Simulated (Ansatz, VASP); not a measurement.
## KSiSe3 in VASP and in Ansatz

File INCAR:

```
SYSTEM = KSiSe3
PREC = Accurate
ENCUT = 600
EDIFF = 1E-6
ISMEAR = 0
SIGMA = 0.1
LREAL = .False.
LASPH = .True.
NELM = 80
ALGO = Normal
ISIF = 3
LWAVE = .False.
LCHARG = .False.
GGA = PE
IBRION = 2
NSW = 90
EDIFFG = -0.04
```

File KPOINTS:

```
regular mesh
0
Gamma
  4 4 4
  0 0 0
```

Contents of POSCAR:

```
KSiSe3
1.0
    6.8080753400      0.0000000000      0.0000000000
    0.0000000000      6.8080753400      0.0000000000
    0.0000000000      0.0000000000      4.8140362400
K Si Se
2 2 6
Direct
    0.0000000000      0.5000000000      0.5000000000
    0.5000000000      0.0000000000      0.5000000000
    0.5000000000      0.5000000000      0.0000000000
    0.0000000000      0.0000000000      0.0000000000
    0.7941250500      0.2941250500      0.0000000000
    0.7058749500      0.7941250500      0.0000000000
    0.5000000000      0.5000000000      0.5000000000
    0.2058749500      0.7058749500      0.0000000000
    0.2941250500      0.2058749500      0.0000000000
    0.0000000000      0.0000000000      0.5000000000
```

Input for Ansatz:

```yaml
crystal:
  lattice:
    - [6.80807534, 0.0, 0.0]
    - [0.0, 6.80807534, 0.0]
    - [0.0, 0.0, 4.81403624]
  atoms:
    - { symbol: K, position: [0.0, 0.5, 0.5] }
    - { symbol: K, position: [0.5, 0.0, 0.5] }
    - { symbol: Si, position: [0.5, 0.5, 0.0] }
    - { symbol: Si, position: [0.0, 0.0, 0.0] }
    - { symbol: Se, position: [0.79412505, 0.29412505, 0.0] }
    - { symbol: Se, position: [0.70587495, 0.79412505, 0.0] }
    - { symbol: Se, position: [0.5, 0.5, 0.5] }
    - { symbol: Se, position: [0.20587495, 0.70587495, 0.0] }
    - { symbol: Se, position: [0.29412505, 0.20587495, 0.0] }
    - { symbol: Se, position: [0.0, 0.0, 0.5] }
basis:
  ecutwfc: 420
kpoints:
  mp_grid: { grid: [4, 4, 4] }
hamiltonian:
  xc: pbe
scf:
  occupations: { method: gaussian, width: 0.1 }
  lower_state_search: "off"
output:
  forces: true
  stress: true
  eigenvalues: true
relax:
  adjacent_minimum: "off"
  f_tol: 0.04
  max_steps: 70
  cell: { stress_tol: 0.4 }
```

Alike in both runs: task relaxation of cell and atoms; functional PBE; k mesh 4 × 4 × 4; occupations gaussian, width 0.1 eV; no spin polarisation.

|  | VASP | Ansatz |
| --- | --- | --- |
| version | VASP 6.6.1 | Ansatz 0.2.0 |
| potentials or method | VASP PAW PBE potentials, release 64 (K_sv, Si, Se), cutoff 600 eV | scalar-relativistic, plane waves, PAW |
| valence electrons in the cell | 62 | 122 |

|  | VASP | Ansatz | Ansatz less VASP |
| --- | --- | --- | --- |
| gap on the k mesh at the Fermi level, each at its own relaxed structure (eV) | none | none | - |
| relaxed volume (Å³/atom) | 24.87 | 24.73 | -0.145 |
| relaxed cell length with the largest relative difference (Å) | 6.945 | 6.908 | -0.0369 |

A gap of «none» marks a metal or a gap that the smearing closes. VASP's potentials hold 62 valence electrons a cell and Ansatz's 122, so a difference there can come from the potentials and not from the codes.
